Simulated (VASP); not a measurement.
# Br (Fmmm) in VASP: notebook

Runs on Br. Level: PBE. Tasks: single point, relaxation of cell and atoms.

All numbers are computed with VASP 6.6.1; they aren't measurements. Logs are shortened: lines on timing, memory, paths and dates and some standing lists are left out, and cuts for length are marked.

## 1. The cell of the first run

Symmetry: Fmmm, No. 69, orthorhombic system. Conventional cell: a = 4.316 Å, b = 8.502 Å, c = 9.643 Å, α = 90.00°, β = 90.00°, γ = 90.00°. Br (site symmetry mm2) has 1 Br at 2.35 Å within 3.1 Å.

## 2. Single point, PBE

Contents of INCAR:

```
PREC = Accurate
ENCUT = 520
EDIFF = 1E-6
ISMEAR = 0
SIGMA = 0.01
LREAL = F
LASPH = T
NELM = 80
ALGO = Normal
ISIF = 2
LWAVE = F
LCHARG = T
GGA = PE
LELF = T
LVHAR = T
NBANDS = 14
```

Contents of KPOINTS:

```
Automatic mesh
0
Gamma
  10 10 10
```

Contents of POSCAR:

```
Br
1.0
    0.0000000000      4.2510010227      4.8212561539
    2.1581062209      0.0000000000      4.8212561539
    2.1581062209      4.2510010227      0.0000000000
Br
2
Direct
    0.1220032978      0.1220032978      0.8779967022
    0.8779967022      0.8779967022      0.1220032978
```

Potentials or basis: VASP PAW PBE potentials, release 64 (Br).

Command:

```sh
$ cat potpaw_PBE.64/Br/POTCAR > POTCAR
$ mpirun -np 1 vasp_std > vasp.out
```

OUTCAR:

```text
PREC = Accurate
   ENCUT = 520
   EDIFF = 1E-6
   ISMEAR = 0
   LREAL = F
   LASPH = T
   NELM = 80
   ISIF = 2
   GGA = PE

 ion  position               nearest neighbor table
   1  0.122  0.122  0.878-   2 2.35
   2  0.878  0.878  0.122-   1 2.35

  LATTYP: Found a face centered orthorhombic cell.
 ALAT       =     4.3162124418
 B/A-ratio  =     1.9697830355
 C/A-ratio  =     2.2340217118

  Lattice vectors:

 A1 = (   0.0000000000,   4.2510010227,   4.8212561539)
 A2 = (   2.1581062209,   0.0000000000,   4.8212561539)
 A3 = (   2.1581062209,   4.2510010227,   0.0000000000)

Analysis of symmetry for initial positions (statically):
=====================================================================
 Subroutine PRICEL returns:
 Original cell was already a primitive cell.

 Routine SETGRP: Setting up the symmetry group for a
 face centered orthorhombic supercell.

 Subroutine GETGRP returns: Found  8 space group operations
 (whereof  8 operations were pure point group operations)
 out of a pool of  8 trial point group operations.

The static configuration has the point symmetry D_2h.

Analysis of symmetry for dynamics (positions and initial velocities):
=====================================================================
 Subroutine PRICEL returns:
 Original cell was already a primitive cell.

 Routine SETGRP: Setting up the symmetry group for a
 face centered orthorhombic supercell.

 Subroutine GETGRP returns: Found  8 space group operations
 (whereof  8 operations were pure point group operations)
 out of a pool of  8 trial point group operations.

The dynamic configuration has the point symmetry D_2h.

 Subroutine INISYM returns: Found  8 space group operations
 (whereof  8 operations are pure point group operations),
 and found     1 'primitive' translations

----------------------------------------------------------------------------------------

                                     Primitive cell

  volume of cell :      88.4615

  direct lattice vectors                    reciprocal lattice vectors
     0.000000000  4.251001023  4.821256154    -0.231684611  0.117619355  0.103707412
     2.158106221  0.000000000  4.821256154     0.231684611 -0.117619355  0.103707412
     2.158106221  4.251001023  0.000000000     0.231684611  0.117619355 -0.103707412

  length of vectors
[... 90 lines left out ...]
   POTIM  = 0.5000    time-step for ionic-motion
   TEBEG  =    0.0;   TEEND  =   0.0 temperature during run
   PSTRESS=    0.0 pullay stress
   NELECT =      14.0000    total number of electrons
   NUPDOWN=      -1.0000    fix difference up-down
   EMIN   =  10.00;   EMAX   =-10.00  energy-range for DOS
   EFERMI =   0.00;   METHOD = LEGACY
   ISMEAR =     0;   SIGMA  =   0.01  broadening in eV -4-tet -1-fermi 0-gaus
   EFERMI_NEDOS =   21; number of points for ismear=-14 and -15
   IALGO  =     38    algorithm
   IMIX   =      4    mixing-type and parameters
     AMIX     =   0.40;   BMIX     =  1.00
     AMIX_MAG =   1.60;   BMIX_MAG =  1.00
  volume/ion in A,a.u.               =      44.23       298.48
  Fermi-wavevector in a.u.,A,eV,Ry     =   0.885522  1.673394 10.669002  0.784149
  Thomas-Fermi vector in A             =   2.006567
   LORBIT       =      0    0 simple, 1 ext, 2 COOP (PROOUT), +10 PAW based schemes
   GGA     = PE    functional components
   LHFCALC =     F    Hartree Fock is set to
   AEXX    =    0.0000 exact exchange contribution
   IVDW    =     0    specifies the selected vdW correction
   LEPSILON=     F    determine dielectric tensor
   LRPA    =     F    only Hartree local field effects (RPA)
 non-spin polarized calculation
 Gauss-broadening in eV      SIGMA  =   0.01
  energy-cutoff  :      520.00
  volume of cell :       88.46
 maximum number of plane-waves:      2404
   NGX = 23   NGY = 19   NGZ = 17

 number of electron      14.0000000 magnetization

 Free energy of the ion-electron system (eV)
  ---------------------------------------------------
  ext. energy  EPLUGINS =         0.00000000
  ---------------------------------------------------
  free energy    TOTEN  =        -3.17781979 eV

  energy without entropy =       -3.17781979  energy(sigma->0) =       -3.17781979

 E-fermi :  -1.3121     XC(G=0):  -6.6568

 val. band max:       -1.3812380240   @ k =   0.5000   0.5000   0.0000
 cond. band min:      -1.0921591897   @ k =   0.5000   0.5000   0.0000
 fundamental gap:      0.2890788344
 Fermi energy:        -1.3121478640

 k-point     1 :       0.0000    0.0000    0.0000
  band No.  band energies     occupation
      1     -17.3873      2.00000
      2     -14.3609      2.00000
      3      -6.9355      2.00000
      4      -4.0655      2.00000
      5      -3.4099      2.00000
      6      -2.7829      2.00000
      7      -1.7893      2.00000
      8       0.7612      0.00000
      9       3.3749      0.00000
     10       7.1759      0.00000
     11       8.0104      0.00000
     12       8.2305      0.00000
     13       9.3382      0.00000
     14       9.5705      0.00000
[... 377 lines left out ...]
      1     -17.1319      2.00000
      2     -14.9300      2.00000
      3      -5.7266      2.00000
      4      -4.2143      2.00000
      5      -3.8184      2.00000
      6      -2.2610      2.00000
      7      -1.7245      2.00000
      8      -0.5534      0.00000
      9       4.0799      0.00000
     10       5.7902      0.00000
     11       7.5225      0.00000
     12       8.0043      0.00000
     13       8.4582      0.00000
     14       9.2767      0.00000

 [... further k-points ...]

------------------------ aborting loop because EDIFF is reached ----------------------------------------

  FORCE on cell =-STRESS in cart. coord.  units (eV):
  Direction    XX          YY          ZZ          XY          YZ          ZX
  --------------------------------------------------------------------------------------
  -------------------------------------------------------------------------------------
  Total       -0.0001162      0.0148400      0.0417786      0.0000000      0.0000000      0.0000000
  in kB       -0.0021053      0.2687763      0.7566760      0.0000000      0.0000000      0.0000000
  external PRESSURE =       0.3411157 kB  Pullay stress =       0.0000000 kB

 VOLUME and BASIS-vectors are now :
 -----------------------------------------------------------------------------
  energy-cutoff  :      520.00
  volume of cell :       88.46
      direct lattice vectors                 reciprocal lattice vectors
     0.000000000  4.251001023  4.821256154    -0.231684611  0.117619355  0.103707412
     2.158106221  0.000000000  4.821256154     0.231684611 -0.117619355  0.103707412
     2.158106221  4.251001023  0.000000000     0.231684611  0.117619355 -0.103707412

 POSITION                                       TOTAL-FORCE (eV/Angst)
 -----------------------------------------------------------------------------------
      2.15811      4.25100      1.17642         0.000000      0.000000      0.006703
      2.15811      4.25100      8.46609         0.000000      0.000000     -0.006703
 -----------------------------------------------------------------------------------
    total drift:                                0.000000      0.000000      0.000000

  FREE ENERGIE OF THE ION-ELECTRON SYSTEM (eV)
  ---------------------------------------------------
  free  energy   TOTEN  =        -3.1778197870 eV

  energy  without entropy=       -3.1778197870  energy(sigma->0) =       -3.17781979
```

stdout:

```text
POSCAR found type information on POSCAR Br
 POSCAR found :  1 types and       2 ions
 scaLAPACK will be used
 LDA part: xc-table for (Slater+PW92), standard interpolation
 POSCAR, INCAR and KPOINTS ok, starting setup
 FFT: planning ... GRIDC
 FFT: planning ... GRID_SOFT
 FFT: planning ... GRID
 WAVECAR not read
 entering main loop
```

Run time: 1.8 min. Hardware: 1 thread of Intel Xeon 6975P-C (Granite Rapids), shared host; peak memory 0.35 GiB.

Results:

* Free energy: -3.1778 eV
* Pressure: 0.0 GPa
* Largest force: 0.007 eV/Å
* Band gap on the k mesh: 0.29 eV

Forces in eV/Å, atoms in the order of the input:
```
Br   0.000  0.000  0.007
Br   0.000  0.000 -0.007
```

Levels at points of the mesh, in eV from the valence-band top:
```tsv
k point	band 5	band 6	band 7	band 8	band 9	band 10
(0.00, 0.00, 0.00)	-2.03	-1.40	-0.41	2.14	4.76	8.56
(0.50, 0.00, 0.00)	-2.64	-1.05	-0.81	1.41	6.65	8.01
(0.50, 0.50, 0.00)	-2.32	-1.01	0.00	0.29	5.26	6.96
(0.50, 0.00, 0.50)	-2.10	-1.48	-0.63	2.13	7.05	7.31
(0.00, 0.50, 0.50)	-2.74	-1.68	-0.05	0.39	6.37	8.53
```

Caveat: this functional lacks dispersion, which holds the molecules together, so the pressure and a relaxed volume are unreliable. A k mesh can miss the band edges.

## 3. Relaxation of cell and atoms, PBE

This run uses another cell than the first one, of 41.12 Å³/atom.

Contents of INCAR:

```
SYSTEM = Br
PREC = Accurate ; ENCUT = 600
EDIFF = 1E-7 ; ISMEAR = 0
SIGMA = 0.02 ; LREAL = .FALSE.
LASPH = .TRUE. ; NELM = 80
ALGO = Normal ; ISIF = 3
LWAVE = .FALSE. ; LCHARG = .FALSE.
GGA = PE ; IBRION = 2
NSW = 100 ; EDIFFG = -0.01
```

Contents of KPOINTS:

```
Automatic mesh
0
G
  10 10 10
  0 0 0
```

Contents of POSCAR:

```
Br
1.0
    0.0000000000      3.8144327132      4.8496081915
    2.2231409422      0.0000000000      4.8496081915
    2.2231409422      3.8144327132      0.0000000000
Br
2
Direct
    0.1209488725      0.1209488725      0.8790511275
    0.8790511275      0.8790511275      0.1209488725
```

Potentials or basis: VASP PAW PBE potentials, release 64 (Br).

Command:

```sh
$ cat potpaw_PBE.64/Br/POTCAR > POTCAR
$ mpirun -np 1 vasp_std > vasp.out
```

OUTCAR:

```text
SYSTEM = Br
   PREC = Accurate
   ENCUT = 600
   EDIFF = 1E-7
   ISMEAR = 0
   LREAL = .FALSE.
   LASPH = .TRUE.
   NELM = 80
   ISIF = 3
   GGA = PE
   IBRION = 2
   NSW = 100
   EDIFFG = -0.01

 ion  position               nearest neighbor table
   1  0.121  0.121  0.879-   2 2.35
   2  0.879  0.879  0.121-   1 2.35

  LATTYP: Found a face centered orthorhombic cell.
 ALAT       =     4.4462818844
 B/A-ratio  =     1.7157853741
 C/A-ratio  =     2.1814218341

  Lattice vectors:

 A1 = (   0.0000000000,   3.8144327132,   4.8496081915)
 A2 = (   2.2231409422,   0.0000000000,   4.8496081915)
 A3 = (   2.2231409422,   3.8144327132,   0.0000000000)

Analysis of symmetry for initial positions (statically):
=====================================================================
 Subroutine PRICEL returns:
[... 376 lines left out ...]
      3      -7.1029      2.00000
      4      -4.2975      2.00000
      5      -3.5599      2.00000
      6      -2.9455      2.00000
      7      -1.9731      2.00000
      8       0.6119      0.00000
      9       3.1690      0.00000
     10       6.8563      0.00000
     11       7.8518      0.00000
[... 309 lines left out ...]
 k-point    24 :       0.4000    0.3000   -0.0000
  band No.  band energies     occupation
      1     -17.2832      2.00000
      2     -15.0994      2.00000
      3      -5.8768      2.00000
      4      -4.3706      2.00000
      5      -4.0209      2.00000
      6      -2.4826      2.00000
      7      -1.8871      2.00000
      8      -0.7246      0.00000
      9       3.9008      0.00000
     10       5.5512      0.00000
     11       7.3405      0.00000

 [... further k-points ...]

------------------------ aborting loop because EDIFF is reached ----------------------------------------

  FORCE on cell =-STRESS in cart. coord.  units (eV):
  Direction    XX          YY          ZZ          XY          YZ          ZX
  --------------------------------------------------------------------------------------
  -------------------------------------------------------------------------------------
  Total        0.0166649     -0.0144477      0.0076091     -0.0000000      0.0000000      0.0000000
  in kB        0.2919467     -0.2531034      0.1333009     -0.0000000      0.0000000      0.0000000
  external PRESSURE =       0.0573814 kB  Pullay stress =       0.0000000 kB
[... 17 lines left out ...]
  FREE ENERGIE OF THE ION-ELECTRON SYSTEM (eV)
  ---------------------------------------------------
  free  energy   TOTEN  =        -3.1777503947 eV

  energy  without entropy=       -3.1777503947  energy(sigma->0) =       -3.17775039

 reached required accuracy - stopping structural energy minimisation
```

CONTCAR:

```text
Br
   1.00000000000000
    -0.0000000000000002    4.4264448402888528    4.8262318664726109
     2.1405104396307526    0.0000000000000002    4.8262318664726109
     2.1405104396307526    4.4264448402888528    0.0000000000000000
  Br
     2
Direct
     0.1219965355954736    0.1219965355954736    0.8780034644045266
     0.8780034644045266    0.8780034644045266    0.1219965355954736

  0.00000000E+00  0.00000000E+00  0.00000000E+00
  0.00000000E+00  0.00000000E+00  0.00000000E+00
```

It took 24 min on 1 thread of Intel Xeon 6975P-C (Granite Rapids), shared host; peak memory 0.43 GiB.

Results:

```yaml
Free_energy: -3.1778 eV
Relaxed_volume: 45.73 Å³/atom
Relaxed_cell: a = 6.549 Å, b = 5.280 Å, c = 4.917 Å, α = 79.83°, β = 52.52°, γ = 47.65°
Space_group_after_relaxing_to_0.1_Å: Fmmm (No. 69)
Energy_gained_by_relaxing: 4.6 meV/atom
Ionic_steps: 24
Pressure_after_relaxing: 0.0 GPa
Band_gap_on_the_k_mesh: 0.27 eV
```

Forces in eV/Å, atoms in the order of the input:
```
Br   0.000  0.000 -0.003
Br   0.000  0.000  0.003
```

The path:
```tsv
step	energy change (eV)	largest force (eV/Å)	pressure (GPa)	volume (Å³)
1	0.0000	0.0105	0.02	82.25
2	-0.0007	0.0491	0.11	82.32
3	-0.0013	0.1340	0.29	82.48
4	-0.0015	0.1301	0.28	82.52
5	-0.0020	0.1197	0.26	82.65
6	-0.0028	0.0994	0.23	82.92
7	-0.0043	0.0595	0.17	83.44
8	-0.0062	0.0166	0.07	84.47
9	-0.0061	0.1536	-0.07	86.46
10	-0.0068	0.0885	-0.01	85.50
11	-0.0071	0.0586	0.06	85.79
12	-0.0072	0.0023	0.19	86.32
13	-0.0073	0.0219	0.14	86.14
14	-0.0077	0.0317	0.11	86.67
15	-0.0085	0.0605	0.02	88.23
16	-0.0083	0.1152	-0.14	91.32
17	-0.0087	0.0831	-0.05	89.50
18	-0.0090	0.0019	0.09	90.40
19	-0.0090	0.0183	0.06	90.19
20	-0.0092	0.0219	0.03	90.62
21	-0.0092	0.0266	-0.02	91.20
22	-0.0092	0.0147	0.04	91.40
23	-0.0093	0.0019	0.02	91.32
24	-0.0093	0.0030	0.01	91.46
```

Final structure:
```xyz
2
Lattice="0.0000 4.4264 4.8262 2.1405 0.0000 4.8262 2.1405 4.4264 0.0000" Properties=species:S:1:pos:R:3 pbc="T T T"
Br    2.1405    4.4264    1.1776
Br    2.1405    4.4264    8.4749
```

Caveat: this functional lacks dispersion, which holds the molecules together, so the pressure and a relaxed volume are unreliable.
